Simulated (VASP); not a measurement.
KCaHfSbO6, 10 atoms in the cell. Symmetry: Cm, No. 8, monoclinic system. The conventional cell has a = 9.846 Å, b = 5.684 Å, c = 5.684 Å, α = 90.00°, β = 125.26°, γ = 90.00°. Within 3.5 Å of K (site symmetry m) lie 12 O at 2.68 to 3.01 Å and 4 Sb at 3.48 Å and 4 Hf at 3.48 Å. Ca (site symmetry m) has 12 O at 2.76 to 2.94 Å and 4 Hf at 3.45 to 3.51 Å and 4 Sb at 3.46 to 3.51 Å within 3.6 Å. Hf (site symmetry m) has 6 O at 2.04 to 2.06 Å within 2.7 Å. Within 2.6 Å of Sb (site symmetry m) lie 6 O at 1.96 to 1.98 Å. Within 2.6 Å of O (site symmetry m) lie 1 Sb at 1.96 Å and 1 Hf at 2.05 Å. Within 2.6 Å of O (site symmetry m) lie 1 Sb at 1.98 Å and 1 Hf at 2.04 Å. Within 3.2 Å of O (site symmetry 1) lie 1 Sb at 1.98 Å and 1 Hf at 2.06 Å and 8 O at 2.51 to 3.17 Å and 2 K at 2.69 to 3.00 Å and 2 Ca at 2.76 to 2.94 Å. O (site symmetry 1) has 1 Sb at 1.98 Å and 1 Hf at 2.06 Å and 8 O at 2.51 to 3.17 Å and 2 K at 2.68 to 3.01 Å and 2 Ca at 2.76 to 2.93 Å within 3.2 Å.  This cell differs from its parent crystal: atoms displaced along a vibrational mode.

- Program: VASP 6.6.1
- Task: single point
- Functional: PBEsol
- Potentials or basis: VASP PAW PBE potentials, release 64 (K_sv, Ca_sv, Hf_pv, Sb, O)
- Cutoff: 520 eV
- k mesh: 6 × 6 × 6
- Occupations: gaussian, width 0.05 eV
- Spin: no spin polarisation
- Dipole correction: no
- Further INCAR settings: ALGO = Normal; EDIFF = 1e-07; NBANDS = 46

Potentials or basis: VASP PAW PBE potentials, release 64 (K_sv, Ca_sv, Hf_pv, Sb, O).

Launch:

```console
$ cat potpaw_PBE.64/K_sv/POTCAR potpaw_PBE.64/Ca_sv/POTCAR potpaw_PBE.64/Hf_pv/POTCAR potpaw_PBE.64/Sb/POTCAR potpaw_PBE.64/O/POTCAR > POTCAR
$ mpirun -np 1 vasp_std > vasp.out
```

Hardware: 1 thread of Intel(R) Xeon(R) Platinum 8375C CPU @ 2.90GHz (Ice Lake) (shared host).

Problem. Estimate the wall time of this run.

Solution. Run time: 6.8 min on 1 thread of Intel(R) Xeon(R) Platinum 8375C CPU @ 2.90GHz (Ice Lake), on a shared host, peak memory 0.54 GiB. Counts: scf iterations 15, k points 68.
